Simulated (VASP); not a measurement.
A run of VASP 6.6.1:

File INCAR:

```
  PREC = Accurate
  ENCUT = 520
  EDIFF = 1E-8
  ISMEAR = -1
  SIGMA = 0.08
  LREAL = False
  LASPH = True
  NELM = 100
  ALGO = Normal
  ISIF = 2
  LWAVE = False
  LCHARG = False
  GGA = PE
  LEFG = True
  NBANDS = 17
```

KPOINTS

```
regular mesh
0
Gamma
  11 11 11
```

File POSCAR:

```
SnTe
1.0
    0.0000000000      3.1299735358      3.1299735358
    3.1299735358      0.0000000000      3.1299735358
    3.1299735358      3.1299735358      0.0000000000
Sn Te
1 1
Direct
    0.0000000000      0.0000000000      0.0000000000
    0.5000000000      0.5000000000      0.5000000000
```

Potentials or basis: VASP PAW PBE potentials, release 64 (Sn_d, Te).

Command:

```bash
$ cat potpaw_PBE.64/Sn_d/POTCAR potpaw_PBE.64/Te/POTCAR > POTCAR
$ mpirun -np 1 vasp_std > vasp.out
```

Hardware: 1 thread of Intel(R) Xeon(R) 6975P-C (Granite Rapids), with other jobs on the host.

Task: Estimate the wall time of this run.

Result: Run time: 34 s on 1 thread of Intel(R) Xeon(R) 6975P-C (Granite Rapids), on a shared host, peak memory 0.23 GiB. Counts: scf iterations 18, k points 56.
